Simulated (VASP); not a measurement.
## Pd: electric field gradients with PBE

Pd:

```xyz
1
Lattice="0.0000 1.9830 1.9830 1.9830 0.0000 1.9830 1.9830 1.9830 0.0000" Properties=species:S:1:pos:R:3 pbc="T T T"
Pd    0.0000    0.0000    0.0000
```

This cell differs from its parent crystal: volume scaled by 1.06.

* Program: VASP 6.6.1
* Task: electric field gradients
* Functional: PBE
* Potentials or basis: VASP PAW PBE potentials, release 64 (Pd)
* Cutoff: 520 eV
* k mesh: 18 × 18 × 18
* Occupations: fermi-dirac, width 0.05 eV
* Spin: no spin polarisation
* Dipole correction: no
* Further INCAR settings: ALGO = Normal; EDIFF = 1e-08; NBANDS = 11

| Item | Value |
| --- | --- |
| Pressure | -3.1 GPa |
| Band gap on the k mesh | zero (band 5 reaches 9.13 eV, above the bottom of band 6 at 7.69 eV) |

Levels at points of the mesh, in eV from the Fermi level:
```tsv
k point	band 3	band 4	band 5	band 6	band 7	band 8
(0.00, 0.00, 0.00)	-2.59	-2.59	-1.12	-1.12	17.15	21.61
(0.50, 0.00, 0.00)	-2.63	-0.03	-0.03	1.14	6.89	16.50
(0.50, 0.50, 0.00)	-0.06	0.26	0.26	3.36	10.21	12.91
```

Wall time 14 s on 1 thread of Intel(R) Xeon(R) 6975P-C (Granite Rapids), on a shared host, peak memory 0.16 GiB.

Caveat: without QUAD_EFG the Cq values of the log hold for a quadrupole moment of 1 mb, not for the nuclei.
